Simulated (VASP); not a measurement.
# B (Pm-3m) in VASP: notebook

B is run at these levels: PBE; tasks: relaxation of cell and atoms.

Program: VASP 6.6.1. These are calculated values, not measurements. Logs are shortened: lines on timing, memory, paths and dates and some standing lists are left out, and cuts for length are marked.

## (1) The cell of the first run

It takes space group Pm-3m (No. 221, cubic). Conventional cell: a = 1.544 Å, b = 1.544 Å, c = 1.544 Å, α = 90.00°, β = 90.00°, γ = 90.00°. Within 2.1 Å of B (site symmetry m-3m) lie 6 B at 1.54 Å.

This isn't the form of B at room conditions, which is rhombohedral.

## (2) Relaxation of cell and atoms, PBE, target pressure 330 GPa, at which the enthalpy is minimised

INCAR reads:

```
SYSTEM = B
PREC = Accurate ; ENCUT = 600
EDIFF = 1E-6 ; ISMEAR = -1
SIGMA = 0.1 ; LREAL = .False.
LASPH = .True. ; NELM = 100
ALGO = Normal ; ISIF = 3
LWAVE = .False. ; LCHARG = .False.
GGA = PE ; IBRION = 2
NSW = 60 ; EDIFFG = -0.005
PSTRESS = 3300.0
```

KPOINTS reads:

```
Automatic mesh
0
Gamma
  23 23 23
  0 0 0
```

POSCAR reads:

```
B
1.0
    1.5443549319      0.0000000000      0.0000000000
    0.0000000000      1.5443549319      0.0000000000
    0.0000000000      0.0000000000      1.5443549319
B
1
Direct
    0.0000000000      0.0000000000      0.0000000000
```

Potentials or basis: VASP PAW PBE potentials, release 64 (B).

Launch:

```bash
> cat potpaw_PBE.64/B/POTCAR > POTCAR
> mpirun -np 1 vasp_std > vasp.out
```

OUTCAR:

```text
SYSTEM = B
   PREC = Accurate
   ENCUT = 600
   EDIFF = 1E-6
   ISMEAR = -1
   LREAL = .False.
   LASPH = .True.
   NELM = 100
   ISIF = 3
   GGA = PE
   IBRION = 2
   NSW = 60
   EDIFFG = -0.005
   PSTRESS = 3300.0

 ion  position               nearest neighbor table
   1  0.000  0.000  0.000-

  LATTYP: Found a simple cubic cell.
 ALAT       =     1.5443549319

  Lattice vectors:

 A1 = (   1.5443549319,   0.0000000000,   0.0000000000)
 A2 = (   0.0000000000,   1.5443549319,   0.0000000000)
 A3 = (   0.0000000000,   0.0000000000,   1.5443549319)

Analysis of symmetry for initial positions (statically):
=====================================================================
 Subroutine PRICEL returns:
 Original cell was already a primitive cell.

 Routine SETGRP: Setting up the symmetry group for a
 simple cubic supercell.

 Subroutine GETGRP returns: Found 48 space group operations
 (whereof 48 operations were pure point group operations)
 out of a pool of 48 trial point group operations.

The static configuration has the point symmetry O_h .

Analysis of symmetry for dynamics (positions and initial velocities):
=====================================================================
 Subroutine PRICEL returns:
 Original cell was already a primitive cell.

 Routine SETGRP: Setting up the symmetry group for a
 simple cubic supercell.

 Subroutine GETGRP returns: Found 48 space group operations
 (whereof 48 operations were pure point group operations)
 out of a pool of 48 trial point group operations.

The dynamic configuration has the point symmetry O_h .

 Subroutine INISYM returns: Found 48 space group operations
 (whereof 48 operations are pure point group operations),
 and found     1 'primitive' translations

----------------------------------------------------------------------------------------

                                     Primitive cell

  volume of cell :       3.6833

  direct lattice vectors                    reciprocal lattice vectors
     1.544354932  0.000000000  0.000000000     0.647519543  0.000000000  0.000000000
     0.000000000  1.544354932  0.000000000     0.000000000  0.647519543  0.000000000
     0.000000000  0.000000000  1.544354932     0.000000000  0.000000000  0.647519543

  length of vectors
     1.544354932  1.544354932  1.544354932     0.647519543  0.647519543  0.647519543

  position of ions in fractional coordinates (direct lattice)
     0.000000000  0.000000000  0.000000000

  ion indices of the primitive-cell ions
   primitive index   ion index
                 1           1

----------------------------------------------------------------------------------------

 KPOINTS: Automatic mesh

Automatic generation of k-mesh.
 Grid dimensions read from file:
 generate k-points for:   23   23   23

 Generating k-lattice:

  Cartesian coordinates                     Fractional coordinates (reciprocal lattice)
     0.028153024  0.000000000  0.000000000     0.043478261  0.000000000  0.000000000
     0.000000000  0.028153024  0.000000000     0.000000000  0.043478261  0.000000000
     0.000000000  0.000000000  0.028153024     0.000000000  0.000000000  0.043478261

  Length of vectors
     0.028153024  0.028153024  0.028153024

  Shift w.r.t. Gamma in fractional coordinates (k-lattice)
     0.000000000  0.000000000  0.000000000

 Subroutine IBZKPT returns following result:
 ===========================================

 Found    364 irreducible k-points:

 Following reciprocal coordinates:
            Coordinates               Weight
  0.000000  0.000000  0.000000      1.000000
  0.043478  0.000000  0.000000      6.000000
  0.086957  0.000000  0.000000      6.000000
  0.130435  0.000000  0.000000      6.000000
  0.173913  0.000000  0.000000      6.000000
  0.217391  0.000000  0.000000      6.000000
[... 16 lines left out ...]
  0.478261  0.043478  0.000000     24.000000
  0.086957  0.086957  0.000000     12.000000
 [... further k-points ...]
   k-points           NKPTS =    364   k-points in BZ     NKDIM =    364   number of bands    NBANDS=      5
   number of dos      NEDOS =    301   number of ions     NIONS =      1
   total plane-waves  NPLWV =   1728
   dimension x,y,z NGX =    12 NGY =   12 NGZ =   12
   dimension x,y,z NGXF=    24 NGYF=   24 NGZF=   24
   ions per type =               1
   NGX,Y,Z   is equivalent  to a cutoff of  12.92, 12.92, 12.92 a.u.
   NGXF,Y,Z  is equivalent  to a cutoff of  25.84, 25.84, 25.84 a.u.
 SYSTEM =  B
   PREC   = accura    normal or accurate (medium, high low for compatibility)
   ISTART =      0    job   : 0-new  1-cont  2-samecut
   ICHARG =      2    charge: 1-file 2-atom 10-const
   ISPIN  =      1    spin polarized calculation?
   LNONCOLLINEAR =      F non collinear calculations
   LSORBIT =      F    spin-orbit coupling
   LASPH  =      T    aspherical Exc in radial PAW
   ENCUT  =  600.0 eV  44.10 Ry    6.64 a.u.   3.08  3.08  3.08*2*pi/ulx,y,z
   NELM   =    100;   NELMIN=  2; NELMDL= -5     # of ELM steps
   EDIFF  = 0.1E-05   stopping-criterion for ELM
   LREAL  =      F    real-space projection
   EDIFFG = -.5E-02   stopping-criterion for IOM
   NSW    =     60    number of steps for IOM
   IBRION =      2    ionic relax: 0-MD 1-quasi-New 2-CG
   NFREE  =      1    steps in history (QN), initial steepest desc. (CG)
   ISIF   =      3    stress and relaxation
   ISYM   =      2    0-nonsym 1-usesym 2-fastsym
   POTIM  = 0.5000    time-step for ionic-motion
   TEBEG  =    0.0;   TEEND  =   0.0 temperature during run
   PSTRESS= 3300.0 pullay stress
   NELECT =       3.0000    total number of electrons
   NUPDOWN=      -1.0000    fix difference up-down
   EMIN   =  10.00;   EMAX   =-10.00  energy-range for DOS
   EFERMI =   0.00;   METHOD = LEGACY
   ISMEAR =    -1;   SIGMA  =   0.10  broadening in eV -4-tet -1-fermi 0-gaus
   EFERMI_NEDOS =   21; number of points for ismear=-14 and -15
   IALGO  =     38    algorithm
   IMIX   =      4    mixing-type and parameters
     AMIX     =   0.40;   BMIX     =  1.00
     AMIX_MAG =   1.60;   BMIX_MAG =  1.00
  volume/ion in A,a.u.               =       3.68        24.86
  Fermi-wavevector in a.u.,A,eV,Ry     =   1.528861  2.889129 31.802493  2.337417
  Thomas-Fermi vector in A             =   2.636562
   LORBIT       =      0    0 simple, 1 ext, 2 COOP (PROOUT), +10 PAW based schemes
   GGA     = PE    functional components
   LHFCALC =     F    Hartree Fock is set to
   AEXX    =    0.0000 exact exchange contribution
   IVDW    =     0    specifies the selected vdW correction
   LEPSILON=     F    determine dielectric tensor
   LRPA    =     F    only Hartree local field effects (RPA)
 conjugate gradient relaxation of ions
 non-spin polarized calculation
  energy-cutoff  :      600.00
  volume of cell :        3.68
 maximum number of plane-waves:       136
   NGX =  7   NGY =  7   NGZ =  7

--------------------------------------- Ionic step        1  -------------------------------------------

 number of electron       3.0000000 magnetization

 Free energy of the ion-electron system (eV)
  ---------------------------------------------------
  ext. energy  EPLUGINS =         0.00000000
  ---------------------------------------------------
  free energy    TOTEN  =        -3.21541130 eV

  energy without entropy =       -3.20624964  energy(sigma->0) =       -3.21083047

------------------------ aborting loop because EDIFF is reached ----------------------------------------

  FORCE on cell =-STRESS in cart. coord.  units (eV):
  Direction    XX          YY          ZZ          XY          YZ          ZX
  --------------------------------------------------------------------------------------
  -------------------------------------------------------------------------------------
  Total        9.1877827      9.1877827      9.1877827      0.0000000      0.0000000      0.0000000
  in kB     3996.5011127   3996.5011127   3996.5011127      0.0000000      0.0000000      0.0000000
  external PRESSURE =     696.5011127 kB  Pullay stress =    3300.0000000 kB

 VOLUME and BASIS-vectors are now :
 -----------------------------------------------------------------------------
  energy-cutoff  :      600.00
  volume of cell :        3.68
      direct lattice vectors                 reciprocal lattice vectors
     1.544354932  0.000000000  0.000000000     0.647519543  0.000000000  0.000000000
     0.000000000  1.544354932  0.000000000     0.000000000  0.647519543  0.000000000
     0.000000000  0.000000000  1.544354932     0.000000000  0.000000000  0.647519543
[... 81 lines left out ...]
  FREE ENERGIE OF THE ION-ELECTRON SYSTEM (eV)
  ---------------------------------------------------
  free  energy   TOTEN  =        -3.7241582996 eV

  energy  without entropy=       -3.7149993379  energy(sigma->0) =       -3.71957882

  enthalpy is  TOTEN    =         4.3272041103 eV   P V=        8.0513624098

--------------------------------------- Ionic step        4  -------------------------------------------

 number of electron       3.0000000 magnetization

 Free energy of the ion-electron system (eV)
  ---------------------------------------------------
  ext. energy  EPLUGINS =         0.00000000
  ---------------------------------------------------
  free energy    TOTEN  =        -3.69329480 eV

  energy without entropy =       -3.68413506  energy(sigma->0) =       -3.68871493

 E-fermi :  13.4663     XC(G=0): -14.7871

 val. band max:       13.4595468098   @ k =   0.3478   0.3043   0.0435
 cond. band min:      13.4707720722   @ k =   0.4348   0.4348   0.3478
 fundamental gap:      0.0112252624
 Fermi energy:        13.4662902322

 k-point     1 :       0.0000    0.0000    0.0000
  band No.  band energies     occupation
      1      -8.2373      2.00000
      2      34.3698      0.00000
      3      34.3698      0.00000
      4      34.3698      0.00000
      5      45.8082      0.00000

 k-point     2 :       0.0435    0.0000    0.0000
  band No.  band energies     occupation
      1      -8.1548      2.00000
      2      33.0925      0.00000
      3      34.4578      0.00000
      4      34.4578      0.00000
      5      45.9181      0.00000

 k-point     3 :       0.0870    0.0000    0.0000
  band No.  band energies     occupation
      1      -7.9077      2.00000
      2      30.3166      0.00000
      3      34.7201      0.00000
      4      34.7201      0.00000
      5      46.2475      0.00000
[... 153 lines left out ...]
 k-point    23 :       0.4783    0.0435    0.0000
  band No.  band energies     occupation
      1       0.0829      2.00000
      2       7.3242      2.00000
      3      40.4416      0.00000
      4      41.1985      0.00000
      5      54.5040      0.00000

 k-point    24 :       0.0870    0.0870    0.0000
  band No.  band energies     occupation
      1      -7.5760      2.00000
      2      29.2550      0.00000
      3      32.3827      0.00000
      4      35.0695      0.00000
      5      49.0169      0.00000

 [... further k-points ...]

------------------------ aborting loop because EDIFF is reached ----------------------------------------

  FORCE on cell =-STRESS in cart. coord.  units (eV):
  Direction    XX          YY          ZZ          XY          YZ          ZX
  --------------------------------------------------------------------------------------
  -------------------------------------------------------------------------------------
  Total        8.0175927      8.0175927      8.0175927     -0.0000000     -0.0000000      0.0000000
  in kB     3298.8968020   3298.8968020   3298.8968020     -0.0000000     -0.0000000      0.0000000
  external PRESSURE =      -1.1031980 kB  Pullay stress =    3300.0000000 kB

 VOLUME and BASIS-vectors are now :
 -----------------------------------------------------------------------------
  energy-cutoff  :      600.00
  volume of cell :        3.89
      direct lattice vectors                 reciprocal lattice vectors
     1.573241089  0.000000000  0.000000000     0.635630487 -0.000000000  0.000000000
     0.000000000  1.573241089  0.000000000     0.000000000  0.635630487 -0.000000000
    -0.000000000  0.000000000  1.573241089    -0.000000000 -0.000000000  0.635630487

 POSITION                                       TOTAL-FORCE (eV/Angst)
 -----------------------------------------------------------------------------------
      0.00000      0.00000      0.00000        -0.000000      0.000000      0.000000
 -----------------------------------------------------------------------------------
    total drift:                                0.000000     -0.000000     -0.000000

  FREE ENERGIE OF THE ION-ELECTRON SYSTEM (eV)
  ---------------------------------------------------
  free  energy   TOTEN  =        -3.6932948007 eV

  energy  without entropy=       -3.6841350643  energy(sigma->0) =       -3.68871493

  enthalpy is  TOTEN    =         4.3269790823 eV   P V=        8.0202738830

 reached required accuracy - stopping structural energy minimisation
```

Run time: 16 s. Hardware: 1 thread of AMD EPYC 7R13, shared host; peak memory 0.08 GiB.

Results:

| Quantity | Value |
| --- | --- |
| Free energy | -3.6933 eV |
| Relaxed volume | 3.89 Å³/atom |
| Relaxed cell | a = 1.573 Å, b = 1.573 Å, c = 1.573 Å, α = 90.00°, β = 90.00°, γ = 90.00° |
| Space group after relaxing (to 0.1 Å) | Pm-3m (No. 221) |
| Energy change on relaxing (the run minimises the enthalpy) | -477.9 meV/atom |
| Ionic steps | 4 |
| Pressure after relaxing | 329.9 GPa |
| Band gap on the k mesh | zero (an odd number of electrons rules out a gap without spin polarisation) |

The path:
| step | energy change (eV) | largest force (eV/Å) | pressure (GPa) | volume (Å³) |
| --- | --- | --- | --- | --- |
| 1 | 0.0000 | 0.0000 | 399.65 | 3.68 |
| 2 | -1.5534 | 0.0000 | 171.16 | 4.60 |
| 3 | -0.5087 | 0.0000 | 325.39 | 3.91 |
| 4 | -0.4779 | 0.0000 | 329.89 | 3.89 |

Final structure:
```
B
1.0
     1.57324    0.00000    0.00000
     0.00000    1.57324    0.00000
     0.00000    0.00000    1.57324
B
1
Direct
  0.00000 0.00000 0.00000
```

Levels at points of the mesh, in eV from the Fermi level:
| k point | band 1 | band 2 | band 3 | band 4 | band 5 |
| --- | --- | --- | --- | --- | --- |
| (0.00, 0.00, 0.00) | -21.70 | 20.90 | 20.90 | 20.90 | 32.34 |

Caveat: the cell is relaxed towards a set pressure, so the run minimises the enthalpy, not the energy.

## (3) Relaxation of cell and atoms, PBE, target pressure 330 GPa, at which the enthalpy is minimised

This run uses another cell than the first one, of 3.89 Å³/atom.

INCAR reads:

```
SYSTEM = B
PREC = Accurate
ENCUT = 600
EDIFF = 1E-7
ISMEAR = -1
SIGMA = 0.1
LREAL = .FALSE.
LASPH = .TRUE.
NELM = 100
ALGO = Normal
ISIF = 3
LWAVE = .FALSE.
LCHARG = .FALSE.
GGA = PE
IBRION = 2
NSW = 32
EDIFFG = -0.005
PSTRESS = 3300.0
```

KPOINTS reads:

```
Automatic mesh
0
G
  23 23 23
  0 0 0
```

POSCAR reads:

```
B
1.0
    1.5727376076      0.0000000000      0.0000000000
    0.0000000000      1.5727376076      0.0000000000
    0.0000000000      0.0000000000      1.5727376076
B
1
Direct
    0.0000000000      0.0000000000      0.0000000000
```

Potentials or basis: VASP PAW PBE potentials, release 64 (B).

Launch:

```bash
> cat potpaw_PBE.64/B/POTCAR > POTCAR
> mpirun -np 1 vasp_std > vasp.out
```

Run time: 16 s. Hardware: 1 thread of AMD EPYC 7R13, shared host; peak memory 0.08 GiB.

The run converged. Its results:

* Free energy: -3.6928 eV
* Relaxed volume: 3.89 Å³/atom
* Relaxed cell: a = 1.573 Å, b = 1.573 Å, c = 1.573 Å, α = 90.00°, β = 90.00°, γ = 90.00°
* Space group after relaxing (to 0.1 Å): Pm-3m (No. 221)
* Energy change on relaxing (the run minimises the enthalpy): -6.8 meV/atom
* Ionic steps: 3
* Pressure after relaxing: 330.0 GPa
* Band gap on the k mesh: zero (an odd number of electrons rules out a gap without spin polarisation)

Step by step:
```tsv
step	energy change (eV)	largest force (eV/Å)	pressure (GPa)	volume (Å³)
1	0.0000	0.0000	331.02	3.89
2	-0.0288	0.0000	326.82	3.90
3	-0.0068	0.0000	330.02	3.89
```

Final structure:
```yaml
crystal:
  lattice:
    - [1.57318, 0.00000, 0.00000]
    - [0.00000, 1.57318, 0.00000]
    - [0.00000, 0.00000, 1.57318]
  atoms:
    - { symbol: B, position: [0.00000, 0.00000, 0.00000] }
```

Levels at points of the mesh, in eV from the Fermi level:
| k point | band 1 | band 2 | band 3 | band 4 | band 5 |
| --- | --- | --- | --- | --- | --- |
| (0.00, 0.00, 0.00) | -21.70 | 20.91 | 20.91 | 20.91 | 32.34 |

Caveat: the cell is relaxed towards a set pressure, so the run minimises the enthalpy, not the energy.
